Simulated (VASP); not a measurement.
Set up this calculation in VASP 6.6.1, as the native input.

- Task: single point
- Functional: PBEsol
- Potentials or basis: VASP PAW PBE potentials, release 64 (Cu)
- Cutoff: 520 eV
- k mesh: 11 × 11 × 11
- Occupations: fermi-dirac, width 0.1 eV
- Spin: no spin polarisation
- Dipole correction: no
- Further INCAR settings: ALGO = Normal; EDIFF = 1e-06; NBANDS = 18

The structure of Cu lies in POSCAR:

```
Cu
1.0
    0.0000000000      2.6155689717      2.6155689717
    2.6155689717      0.0000000000      2.6155689717
    2.6155689717      2.6155689717      0.0000000000
Cu
2
Direct
    0.1250000000      0.1250000000      0.1250000000
    0.8750000000      0.8750000000      0.8750000000
```

This isn't the form of Cu at room conditions, which is fcc.

The input as run:

INCAR

```
SYSTEM = Cu
PREC = Accurate
ENCUT = 520
EDIFF = 1E-6
ISMEAR = -1
SIGMA = 0.1
LREAL = .False.
LASPH = .True.
NELM = 80
ALGO = Normal
ISIF = 2
LWAVE = .False.
LCHARG = .False.
GGA = PS
NBANDS = 18
```

KPOINTS

```
Automatic mesh
0
Gamma
  11 11 11
  0 0 0
```

Potentials or basis: VASP PAW PBE potentials, release 64 (Cu).

Command:

```bash
$ cat potpaw_PBE.64/Cu/POTCAR > POTCAR
$ mpirun -np 1 vasp_std > vasp.out
```

It gave:

```yaml
Pressure: 0.0 GPa
Band_gap_on_the_k_mesh: zero (bands 11 and 12 overlap by 0.72 eV)
```

Caveat: the PAW data sets were made with another functional, which shifts forces and pressure a little.

Run time: 54 s on 1 thread of AMD EPYC 7R13 (shared host), peak memory 0.14 GiB.
